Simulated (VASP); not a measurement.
Input of a VASP 6.6.1 run:

INCAR

```
PREC = Accurate ; ENCUT = 520
EDIFF = 1E-6 ; ISMEAR = -1
SIGMA = 0.02 ; LREAL = False
LASPH = True ; NELM = 100
ALGO = Normal ; ISIF = 2
LWAVE = False ; LCHARG = True
GGA = PE ; LELF = True
LVHAR = True ; NBANDS = 24
```

KPOINTS

```
Automatic mesh
0
Gamma
  12 12 4
```

File POSCAR:

```
SrO
1.0
    4.2901266714      0.0000000000      0.0000000000
   -2.1450633357      3.7153586829      0.0000000000
    0.0000000000      0.0000000000      5.1847099200
Sr O
2 2
Direct
    0.3333333333      0.6666666667     -0.0625006792
    0.6666666667      0.3333333333      0.4374993208
    0.3333333333      0.6666666667      0.4375006792
    0.6666666667      0.3333333333      0.9375006792
```

Potentials or basis: VASP PAW PBE potentials, release 64 (Sr_sv, O).

Command:

```bash
$ cat potpaw_PBE.64/Sr_sv/POTCAR potpaw_PBE.64/O/POTCAR > POTCAR
$ mpirun -np 1 vasp_std > vasp.out
```

**Question.** What does it give for the pressure?

**Answer.** 0.4 GPa.

**Question.** What does it give for the band gap on the k mesh?

**Answer.** 2.59 eV, direct.

A k mesh can miss the band edges. Expect the measured gap to be larger: semilocal functionals such as PBE lack the derivative discontinuity.
